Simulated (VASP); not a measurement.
# PrAlF: single point with PBE

Crystal: PrAlF.

```
CELL_PARAMETERS angstrom
4.13727 0.00000 0.00000
0.00000 4.13727 0.00000
0.00000 0.00000 3.36405
ATOMIC_POSITIONS crystal
Pr 0.50000 0.50000 0.00000
Al 0.00000 0.00000 0.00000
F 0.50000 0.50000 0.50000
```

```
Program                : VASP 6.6.1
Task                   : single point
Functional             : PBE
Potentials or basis    : VASP PAW PBE potentials, release 64 (Pr, Al, F)
Cutoff                 : 520 eV
k mesh                 : 4 × 4 × 6
Occupations            : gaussian, width 0.1 eV
Spin                   : no spin polarisation
Dipole correction      : no
Further INCAR settings : ALGO = Normal; EDIFF = 1e-07; NBANDS = 18
```

```yaml
Pressure: 67.5 GPa
```

Stress tensor (GPa, compression positive):
```
 10.39   0.00   0.00
  0.00  10.39   0.00
  0.00   0.00 181.65
```

Levels at points of the mesh, in eV from the Fermi level:
| k point | band 9 | band 10 | band 11 | band 12 | band 13 | band 14 |
| --- | --- | --- | --- | --- | --- | --- |
| (0.00, 0.00, 0.00) | -4.45 | -0.93 | -0.02 | -0.02 | 0.27 | 0.33 |
| (0.50, 0.00, 0.00) | -4.39 | -3.02 | -0.84 | 0.15 | 0.30 | 0.31 |
| (0.50, 0.50, 0.00) | -4.33 | -0.29 | -0.29 | 0.25 | 0.33 | 0.33 |
| (0.00, 0.00, 0.50) | -4.00 | -2.27 | -0.01 | -0.01 | -0.01 | 0.17 |
| (0.50, 0.00, 0.50) | -2.16 | -1.11 | -0.94 | -0.17 | 0.07 | 0.09 |
| (0.50, 0.50, 0.50) | -3.48 | -1.06 | -0.16 | -0.16 | 0.22 | 0.32 |

Wall time 52 s on 1 thread of Intel Xeon 6975P-C, with other jobs on the host, peak memory 0.2 GiB.

Caveat: the k points lie up to 0.38 Å⁻¹ apart; spin-orbit coupling is left out, which moves the levels of the heavy elements; an odd number of electrons without spin polarisation forces a metal; a magnetic or distorted state may lie lower; the run has no spin polarisation, though such a crystal can be magnetic; without U or exact exchange the open f shell lies at the Fermi level, which spoils levels, moments and volumes. Spin polarisation is off, so any magnetic state and its effect on volume and gap are missing.
